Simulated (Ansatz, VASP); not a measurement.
One calculation of InP, two programs

The input INCAR:

```
SYSTEM = InP
  PREC = Accurate
  ENCUT = 520
  EDIFF = 1E-7
  ISMEAR = 0
  SIGMA = 0.05
  LREAL = .FALSE.
  LASPH = .TRUE.
  NELM = 100
  ALGO = Normal
  ISIF = 2
  LWAVE = .FALSE.
  LCHARG = .TRUE.
  GGA = PE
  LELF = .TRUE.
  LVHAR = .TRUE.
  NBANDS = 16
```

Contents of KPOINTS:

```
Automatic mesh
0
G
  8 8 8
  0 0 0
```

POSCAR

```
InP
1.0
    0.0000000000      2.9891100000      2.9305000000
    2.9305000000      0.0000000000      2.9305000000
    2.9305000000      2.9891100000      0.0000000000
In P
1 1
Direct
    0.0000000000      0.0000000000      0.0000000000
    0.7500000000      0.7500000000      0.7500000000
```

Input for Ansatz:

```yaml
crystal:
  lattice:
    - [0.0, 2.98911, 2.9305]
    - [2.9305, 0.0, 2.9305]
    - [2.9305, 2.98911, 0.0]
  atoms:
    - { symbol: In, position: [0.0, 0.0, 0.0] }
    - { symbol: P, position: [0.75, 0.75, 0.75] }
basis:
  ecutwfc: 420
kpoints:
  mp_grid: { grid: [8, 8, 8] }
hamiltonian:
  xc: pbe
scf:
  occupations: { method: gaussian, width: 0.05 }
output:
  forces: true
  stress: true
  eigenvalues: true
```

Change from the starting cell: strain +0.0200 x Voigt [0, 1, 0, 0, 0, 0], atoms carried along.

Alike in both runs: task single point; functional PBE; k mesh 8 × 8 × 8; occupations gaussian, width 0.05 eV; no spin polarisation.

```csv
,VASP,Ansatz
version,VASP 6.6.1,Ansatz 0.2.0
potentials or method,"VASP PAW PBE potentials, release 64 (In_d, P), cutoff 520 eV","scalar-relativistic, plane waves, PAW"
valence electrons in the cell,18,18
```

|  | VASP | Ansatz | Ansatz less VASP |
| --- | --- | --- | --- |
| gap on the k mesh at the Fermi level (eV) | 0.57 | 0.57 | +0.003 |
| least direct gap on the mesh (eV) | 0.57 | 0.57 | +0.003 |
| pressure (GPa) | 1.9 | 1.9 | +0.05 |
| traceless stress, the component that is largest in VASP (GPa) | -0.56 | -0.56 | +0.001 |

With one functional, cell and mesh, what is left measures potentials, basis and numerics.
